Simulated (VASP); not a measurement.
A run of VASP 6.6.1:

File INCAR:

```
PREC = Accurate
ENCUT = 520
EDIFF = 1E-6
ISMEAR = 0
SIGMA = 0.01
LREAL = F
LASPH = T
NELM = 80
ALGO = Normal
ISIF = 2
LWAVE = F
LCHARG = F
GGA = PS
NBANDS = 52
```

The input KPOINTS:

```
Automatic mesh
0
Gamma
  4 4 4
```

POSCAR

```
Sr2ZnMoO6
1.0
    0.0000000000      3.9770000000      3.9770000000
    3.9770000000      0.0000000000      3.9770000000
    3.9770000000      3.9770000000      0.0000000000
Sr Zn Mo O
2 1 1 6
Direct
    0.2500000000      0.2500000000      0.2500000000
    0.7500000000      0.7500000000      0.7500000000
    0.5000000000      0.5000000000      0.5000000000
    0.0000000000      0.0000000000      0.0000000000
    0.7500000000      0.2500000000      0.2500000000
    0.2500000000      0.7500000000      0.2500000000
    0.2500000000      0.7500000000      0.7500000000
    0.7500000000      0.2500000000      0.7500000000
    0.2500000000      0.2500000000      0.7500000000
    0.7500000000      0.7500000000      0.2500000000
```

Potentials or basis: VASP PAW PBE potentials, release 64 (Sr_sv, Zn, Mo_sv, O).

Run with:

```bash
$ cat potpaw_PBE.64/Sr_sv/POTCAR potpaw_PBE.64/Zn/POTCAR potpaw_PBE.64/Mo_sv/POTCAR potpaw_PBE.64/O/POTCAR > POTCAR
$ mpirun -np 1 vasp_std > vasp.out
```

Hardware: 1 thread of Intel(R) Xeon(R) Platinum 8259CL CPU @ 2.50GHz (Skylake/Cascade Lake), with other jobs on the host.

Question: Estimate the wall time of this run.

Answer: Wall time 83 s on 1 thread of Intel(R) Xeon(R) Platinum 8259CL CPU @ 2.50GHz (Skylake/Cascade Lake) (shared host), peak memory 0.28 GiB. Counts: scf iterations 15, k points 8.
